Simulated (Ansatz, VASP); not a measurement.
# ZnO: VASP beside Ansatz

```xyz
4
Lattice="3.2275 0.0000 0.0000 -1.6137 2.7951 0.0000 0.0000 0.0000 5.1708" Properties=species:S:1:pos:R:3 pbc="T T T"
Zn    0.0000    1.8634    2.5807
Zn    1.6137    0.9317   -0.0047
O     1.6137    0.9317    1.9645
O     0.0000    1.8634    4.5499
```

Alike in both runs: functional PBEsol; k mesh 8 × 8 × 5; occupations fermi-dirac, width 0.02 eV; no spin polarisation.

Ansatz relaxed the structure, and its values are those at the end. VASP's run is a single point on that final structure, the one shown.

|  | VASP | Ansatz |
| --- | --- | --- |
| version | VASP 6.6.1 | Ansatz 0.2.0 |
| potentials or method | VASP PAW PBE potentials, release 64 (Zn, O) | plane-wave PAW, scalar-relativistic |
| plane-wave cutoff (eV) | 600 | 420 |
| valence electrons in the cell | 36 | 36 |

|  | VASP | Ansatz | Ansatz less VASP |
| --- | --- | --- | --- |
| pressure (GPa) | 2.0 | 1.5 | -0.57 |

VASP's potentials were made for PBE, not for PBEsol. Ansatz's warnings: stress scf threshold loose.
